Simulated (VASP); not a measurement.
Crystal: SnO.

```
Sn O
1.0
     3.79860    0.00000    0.00000
     0.00000    3.79860    0.00000
     0.00000    0.00000    4.84080
Sn O
2 2
Direct
  0.50000 0.00000 0.23690
  0.00000 0.50000 0.76310
  0.00000 0.00000 0.00000
  0.50000 0.50000 0.00000
```

- Program: VASP 6.6.1
- Task: relaxation of cell and atoms
- Functional: PBE
- Dispersion: D3(BJ)
- Potentials or basis: VASP PAW PBE potentials, release 64 (Sn_d, O)
- Cutoff: 600 eV
- k mesh: 8 × 8 × 6
- Occupations: gaussian, width 0.01 eV
- Spin: no spin polarisation

At the start: pressure 2.9 GPa; volume 17.46 Å³/atom.

Problem. How do energy, volume and symmetry change on relaxing?

Solution. Over 35 steps the energy falls by 7.0 meV/atom and the volume is 17.41 Å³/atom (-0.3 %); space group P4/nmm (No. 129, to 0.1 Å) before and after.

The path:
```tsv
step	energy change (eV)	largest force (eV/Å)	pressure (GPa)	volume (Å³)
1	0.0000	0.5970	2.85	69.85
2	0.0007	0.5049	-2.93	73.04
3	-0.0222	0.0315	-0.21	71.39
4	-0.0222	0.0430	-0.09	71.36
5	-0.0234	0.0539	-0.12	71.25
6	-0.0255	0.0869	-0.12	70.89
7	-0.0237	0.1493	-0.08	70.16
8	-0.0258	0.1084	-0.13	70.69
9	-0.0268	0.0495	-0.18	70.46
10	-0.0273	0.0152	-0.31	70.14
11	-0.0278	0.0521	0.10	69.65
12	-0.0278	0.0496	0.11	69.68
13	-0.0278	0.0439	0.05	69.74
14	-0.0279	0.0075	0.07	69.58
15	-0.0279	0.0145	0.09	69.60
16	-0.0279	0.0163	-0.09	69.70
17	-0.0279	0.0021	0.00	69.64
18	-0.0279	0.0018	0.00	69.65
19	-0.0279	0.0020	-0.01	69.65
20	-0.0279	0.0031	-0.01	69.65
21	-0.0279	0.0050	0.00	69.64
22	-0.0279	0.0007	0.01	69.64
23	-0.0279	0.0017	-0.01	69.64
24	-0.0279	0.0036	0.00	69.63
25	-0.0279	0.0001	-0.01	69.63
26	-0.0279	0.0002	-0.02	69.63
27	-0.0279	0.0003	-0.02	69.63
28	-0.0279	0.0020	-0.02	69.63
29	-0.0279	0.0028	-0.01	69.63
30	-0.0279	0.0002	-0.01	69.63
31	-0.0279	0.0010	-0.01	69.63
32	-0.0279	0.0005	-0.01	69.63
33	-0.0279	0.0006	-0.02	69.63
34	-0.0279	0.0042	0.03	69.61
35	-0.0279	0.0001	0.01	69.62
```

Final structure:
```
CELL_PARAMETERS angstrom
3.83424 0.00000 0.00000
0.00000 3.83424 0.00000
0.00000 0.00000 4.73586
ATOMIC_POSITIONS crystal
Sn 0.50000 0.00000 0.24566
Sn 0.00000 0.50000 0.75434
O 0.00000 0.00000 0.00000
O 0.50000 0.50000 0.00000
```
